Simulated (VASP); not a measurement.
# TiO2 in VASP: single point with PBEsol

Aim: the single point of TiO2 with PBEsol.

All numbers are computed with VASP 6.6.1; they aren't measurements. Logs are shortened: lines on timing, memory, paths and dates and some standing lists are left out, and cuts for length are marked.

## Step 1: The cell of the first run

The cell holds a slab with vacuum, 18 atoms: a = 3.771 Å, b = 3.771 Å, c = 27.742 Å, α = 90.00°, β = 90.00°, γ = 90.00°.

## Step 2: Single point, PBEsol

INCAR

```
ALGO = Normal
DIPOL = 0.5 0.5 0.500
EDIFF = 1E-6
ENCUT = 520
GGA = PS
IDIPOL = 3
ISIF = 2
ISMEAR = 0
LASPH = True
LCHARG = False
LDIPOL = True
LREAL = Auto
LWAVE = False
NBANDS = 87
NELM = 60
PREC = Accurate
SIGMA = 0.05
```

KPOINTS

```
k-points
0
Gamma
  7 7 1
```

POSCAR

```
TiO2
1.0
    3.7706690536      0.0000000000      0.0000000000
    0.0000000000      3.7706690536      0.0000000000
    0.0000000000      0.0000000000     27.7420727733
O Ti
12 6
Direct
    0.0000000000      0.0000000000      0.2697122720
    0.5000000000      0.5000000000      0.3001434106
    0.5000000000      0.0000000000      0.3561108727
    0.0000000000      0.5000000000      0.3856030080
    0.5000000000      0.5000000000      0.4422346807
    0.0000000000      0.0000000000      0.4715337980
    0.0000000000      0.5000000000      0.5284662031
    0.5000000000      0.0000000000      0.5577653188
    0.0000000000      0.0000000000      0.6143969932
    0.5000000000      0.5000000000      0.6438891327
    0.5000000000      0.0000000000      0.6998565919
    0.0000000000      0.5000000000      0.7302877054
    0.5000000000      0.0000000000      0.2870735376
    0.5000000000      0.5000000000      0.3706431561
    0.0000000000      0.5000000000      0.4569243816
    0.0000000000      0.0000000000      0.5430756285
    0.5000000000      0.0000000000      0.6293568492
    0.5000000000      0.5000000000      0.7129264601
```

Potentials or basis: VASP PAW PBE potentials, release 64 (O, Ti_sv).

Started as:

```
$ cat potpaw_PBE.64/O/POTCAR potpaw_PBE.64/Ti_sv/POTCAR > POTCAR
$ mpirun -np 1 vasp_std > vasp.out
```

OUTCAR:

```text
EDIFF = 1E-6
   ENCUT = 520
   GGA = PS
   ISIF = 2
   ISMEAR = 0
   LASPH = True
   LREAL = Auto
   NELM = 60
   PREC = Accurate

 ion  position               nearest neighbor table
   1  0.000  0.000  0.270-  13 1.95  13 1.95
   2  0.500  0.500  0.300-  13 1.92  13 1.92  14 1.96
   3  0.500  0.000  0.356-  13 1.92  14 1.93  14 1.93
   4  0.000  0.500  0.386-  14 1.93  14 1.93  15 1.98
   5  0.500  0.500  0.442-  15 1.93  15 1.93  14 1.99
   6  0.000  0.000  0.472-  15 1.93  15 1.93  16 1.98
   7  0.000  0.500  0.528-  16 1.93  16 1.93  15 1.98
   8  0.500  0.000  0.558-  16 1.93  16 1.93  17 1.99
   9  0.000  0.000  0.614-  17 1.93  17 1.93  16 1.98
  10  0.500  0.500  0.644-  18 1.92  17 1.93  17 1.93
  11  0.500  0.000  0.700-  18 1.92  18 1.92  17 1.96
  12  0.000  0.500  0.730-  18 1.95  18 1.95
  13  0.500  0.000  0.287-   3 1.92   2 1.92   2 1.92   1 1.95   1 1.95
  14  0.500  0.500  0.371-   3 1.93   3 1.93   4 1.93   4 1.93   2 1.96   5 1.99
  15  0.000  0.500  0.457-   6 1.93   6 1.93   5 1.93   5 1.93   4 1.98   7 1.98
  16  0.000  0.000  0.543-   7 1.93   7 1.93   8 1.93   8 1.93   9 1.98   6 1.98
  17  0.500  0.000  0.629-  10 1.93  10 1.93   9 1.93   9 1.93  11 1.96   8 1.99
  18  0.500  0.500  0.713-  10 1.92  11 1.92  11 1.92  12 1.95  12 1.95

  LATTYP: Found a simple tetragonal cell.
 ALAT       =     3.7706690536
 C/A-ratio  =     7.3573343030

  Lattice vectors:

 A1 = (   3.7706690536,   0.0000000000,   0.0000000000)
 A2 = (   0.0000000000,   3.7706690536,   0.0000000000)
 A3 = (   0.0000000000,   0.0000000000,  27.7420727733)

Analysis of symmetry for initial positions (statically):
=====================================================================
 Subroutine PRICEL returns:
 Original cell was already a primitive cell.

 Routine SETGRP: Setting up the symmetry group for a
 simple tetragonal supercell.

 Subroutine GETGRP returns: Found  8 space group operations
 (whereof  4 operations were pure point group operations)
 out of a pool of 16 trial point group operations.

The static configuration has the point symmetry C_2v.
 The point group associated with its full space group is D_2h.

Analysis of symmetry for dynamics (positions and initial velocities):
=====================================================================
 Subroutine PRICEL returns:
 Original cell was already a primitive cell.

 Routine SETGRP: Setting up the symmetry group for a
 simple tetragonal supercell.

 Subroutine GETGRP returns: Found  8 space group operations
 (whereof  4 operations were pure point group operations)
 out of a pool of 16 trial point group operations.

The dynamic configuration has the point symmetry C_2v.
[... 138 lines left out ...]
   ISMEAR =     0;   SIGMA  =   0.05  broadening in eV -4-tet -1-fermi 0-gaus
   EFERMI_NEDOS =   21; number of points for ismear=-14 and -15
   IALGO  =     38    algorithm
   IMIX   =      4    mixing-type and parameters
     AMIX     =   0.40;   BMIX     =  1.00
     AMIX_MAG =   1.60;   BMIX_MAG =  1.00
  volume/ion in A,a.u.               =      21.91       147.88
  Fermi-wavevector in a.u.,A,eV,Ry     =   1.170048  2.211070 18.626549  1.369013
  Thomas-Fermi vector in A             =   2.306512
   LORBIT       =      0    0 simple, 1 ext, 2 COOP (PROOUT), +10 PAW based schemes
   GGA     = PS    functional components
   LHFCALC =     F    Hartree Fock is set to
   AEXX    =    0.0000 exact exchange contribution
   IVDW    =     0    specifies the selected vdW correction
   LEPSILON=     F    determine dielectric tensor
   LRPA    =     F    only Hartree local field effects (RPA)
 non-spin polarized calculation
 Gauss-broadening in eV      SIGMA  =   0.05
  energy-cutoff  :      520.00
  volume of cell :      394.44
 maximum number of plane-waves:     10658
   NGX = 15   NGY = 15   NGZ =103

 number of electron     143.9999943 magnetization

 dipolmoment           0.000000      0.000000      0.000015 electrons x Angstroem

 Free energy of the ion-electron system (eV)
  ---------------------------------------------------
  ext. energy  EPLUGINS =         0.00000000
  ---------------------------------------------------
  free energy    TOTEN  =      -166.57411848 eV

  energy without entropy =     -166.57411848  energy(sigma->0) =     -166.57411848

 E-fermi :  -0.7051     XC(G=0):  -6.1602

 val. band max:       -1.0108973874   @ k =   0.4286   0.4286   0.0000
 cond. band min:       0.4063690761   @ k =   0.0000   0.0000   0.0000
 fundamental gap:      1.4172664635
 Fermi energy:        -0.7051438638

 k-point     1 :       0.0000    0.0000    0.0000
  band No.  band energies     occupation
      1     -57.8280      2.00000
      2     -57.8209      2.00000
      3     -57.7969      2.00000
      4     -57.7730      2.00000
      5     -57.4945      2.00000
      6     -57.4944      2.00000
[... 1381 lines left out ...]
     83       2.3530      0.00000
     84       2.3631      0.00000
 [bands above 84 left out]

------------------------ aborting loop because EDIFF is reached ----------------------------------------

 vacuum level on the upper side and lower side of the slab       (xc-potential included)        -0.139        -0.140

  FORCE on cell =-STRESS in cart. coord.  units (eV):
  Direction    XX          YY          ZZ          XY          YZ          ZX
  --------------------------------------------------------------------------------------
  -------------------------------------------------------------------------------------
  Total      -17.1553006      4.7178312      0.7672351      0.0000000      0.0000000      0.0000000
  in kB      -69.6840165     19.1636065      3.1164725      0.0000000      0.0000000      0.0000000
  external PRESSURE =     -15.8013125 kB  Pullay stress =       0.0000000 kB

 VOLUME and BASIS-vectors are now :
 -----------------------------------------------------------------------------
  energy-cutoff  :      520.00
  volume of cell :      394.44
      direct lattice vectors                 reciprocal lattice vectors
     3.770669054  0.000000000  0.000000000     0.265204924  0.000000000  0.000000000
     0.000000000  3.770669054  0.000000000     0.000000000  0.265204924  0.000000000
     0.000000000  0.000000000 27.742072773     0.000000000  0.000000000  0.036046333

 POSITION                                       TOTAL-FORCE (eV/Angst)
 -----------------------------------------------------------------------------------
      0.00000      0.00000      7.48238         0.000000      0.000000     -0.009508
      1.88533      1.88533      8.32660         0.000000      0.000000     -0.020060
      1.88533      0.00000      9.87925         0.000000      0.000000      0.045097
      0.00000      1.88533     10.69743         0.000000      0.000000     -0.020918
      1.88533      1.88533     12.26851         0.000000      0.000000      0.025117
      0.00000      0.00000     13.08132         0.000000      0.000000     -0.020475
[... 10 lines left out ...]
      1.88533      0.00000     17.45966         0.000000      0.000000      0.018836
      1.88533      1.88533     19.77806         0.000000      0.000000      0.077325
 -----------------------------------------------------------------------------------
    total drift:                                0.000000     -0.000000      0.005149

  FREE ENERGIE OF THE ION-ELECTRON SYSTEM (eV)
  ---------------------------------------------------
  free  energy   TOTEN  =      -166.5741184790 eV

  energy  without entropy=     -166.5741184790  energy(sigma->0) =     -166.57411848

 vacuum level on the upper side and lower side of the slab         5.137         5.137
```

It took 30 min on 1 thread of Intel Xeon 8259CL, shared host; peak memory 0.61 GiB.

Results:

```yaml
Free_energy: -166.5741 eV
Largest_force: 0.077 eV/Å
Band_gap_on_the_k_mesh: 1.42 eV (least direct gap 1.76 eV)
```

Forces on the atoms (eV/Å):
```
O    0.000  0.000 -0.010
O    0.000  0.000 -0.020
O    0.000  0.000  0.045
O    0.000  0.000 -0.021
O    0.000  0.000  0.025
O    0.000  0.000 -0.020
O    0.000  0.000  0.020
O    0.000  0.000 -0.025
O    0.000  0.000  0.021
O    0.000  0.000 -0.045
O    0.000  0.000  0.020
O    0.000  0.000  0.010
Ti   0.000  0.000 -0.077
Ti   0.000  0.000 -0.019
Ti   0.000  0.000  0.016
Ti   0.000  0.000 -0.016
Ti   0.000  0.000  0.019
Ti   0.000  0.000  0.077
```

Caveat: the PAW data sets were made with another functional, which shifts forces and pressure a little.
